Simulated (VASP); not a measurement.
Input of a VASP 6.6.1 run:

The input INCAR:

```
SYSTEM = Ti
PREC = Accurate ; ENCUT = 500
EDIFF = 1E-6 ; ISMEAR = -1
SIGMA = 0.08 ; LREAL = .False.
LASPH = .True. ; NELM = 120
ALGO = Normal ; ISIF = 2
LWAVE = .False. ; LCHARG = .True.
GGA = PS ; LELF = .True.
LVHAR = .True. ; NBANDS = 12
GGA_COMPAT = .False.
```

KPOINTS

```
Automatic mesh
0
Gamma
  17 17 17
  0 0 0
```

Contents of POSCAR:

```
Ti
1.0
   -1.6738200000      1.6410000000      1.6410000000
    1.6410000000     -1.6738200000      1.6410000000
    1.6410000000      1.6410000000     -1.6738200000
Ti
1
Direct
    0.0000000000      0.0000000000      0.0000000000
```

Potentials or basis: VASP PAW PBE potentials, release 64 (Ti_sv).

The run is started by

```sh
$ cat potpaw_PBE.64/Ti_sv/POTCAR > POTCAR
$ mpirun -np 1 vasp_std > vasp.out
```

(1) What does it give for the band gap on the k mesh?

(2) What does it give for the pressure?

## Answers

(1) zero (band 6 reaches 8.69 eV, above the bottom of band 7 at 7.12 eV).

(2) -6.7 GPa.

Caveat: the cell differs from its parent crystal (equal xy, yz and zx shear strains of -2 %); the PAW data sets were made with another functional, which shifts forces and pressure a little.
